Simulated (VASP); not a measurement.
Wanted: the native input for a VASP 6.6.1 run.

* Task: single point
* Functional: PBE
* Potentials or basis: VASP PAW PBE potentials, release 64 (Ni, O)
* Cutoff: 520 eV
* k mesh: 6 × 6 × 6
* Occupations: gaussian, width 0.1 eV
* Spin: collinear spin, ferromagnetic start
* Starting moments: [2.0, 2.0, 2.0, 0.0] μB
* Dipole correction: no
* Further INCAR settings: ALGO = Normal; EDIFF = 1e-06; NBANDS = 30

The structure of Ni3O lies in POSCAR:

```
Ni3O
1.0
    3.6619385500      0.0000000000      0.0000000000
    0.0000000000      3.6619385500      0.0000000000
    0.0000000000      0.0000000000      3.6619385500
Ni O
3 1
Direct
    0.0000000000      0.5000000000      0.5000000000
    0.5000000000      0.5000000000      0.0000000000
    0.5000000000      0.0000000000      0.5000000000
    0.0000000000      0.0000000000      0.0000000000
```

One way to write it, as run:

INCAR

```
SYSTEM = Ni3O
PREC     = Accurate       ! precision mode
ENCUT    = 520            ! plane-wave cutoff, eV
EDIFF    = 1E-6           ! SCF threshold, eV
ISMEAR   = 0              ! smearing method
SIGMA    = 0.1            ! smearing width, eV
LREAL    = .False.        ! projectors in reciprocal space
LASPH    = .True.         ! aspherical terms in the spheres
NELM     = 150            ! most SCF steps
ALGO     = Normal         ! electronic algorithm
ISIF     = 2              ! what is computed and relaxed
LWAVE    = .False.        ! write WAVECAR
LCHARG   = .True.         ! write CHGCAR
ISPIN    = 2              ! spin polarisation
MAGMOM   = 2 2 2 0        ! initial moments
LORBIT   = 11             ! projections on sites
LMAXMIX  = 4              ! l up to which the mixer works
GGA      = PE             ! functional
LELF     = .True.         ! ELF
LVHAR    = .True.       
NBANDS   = 30             ! bands
```

KPOINTS

```
Automatic mesh
0
Gamma
  6 6 6
  0 0 0
```

Potentials or basis: VASP PAW PBE potentials, release 64 (Ni, O).

Launch:

```bash
$ cat potpaw_PBE.64/Ni/POTCAR potpaw_PBE.64/O/POTCAR > POTCAR
$ mpirun -np 1 vasp_std > vasp.out
```

It gave:

The pressure is -17.0 GPa and the net moment is 3.34 μB per cell. The site moments are Ni +0.99; O +0.38 μB. The valence electrons inside the program's atomic spheres are Ni 8.96; O 4.72.

Run time: 28 s on 1 thread of Intel(R) Xeon(R) 6975P-C (Granite Rapids) (shared host), peak memory 0.19 GiB.
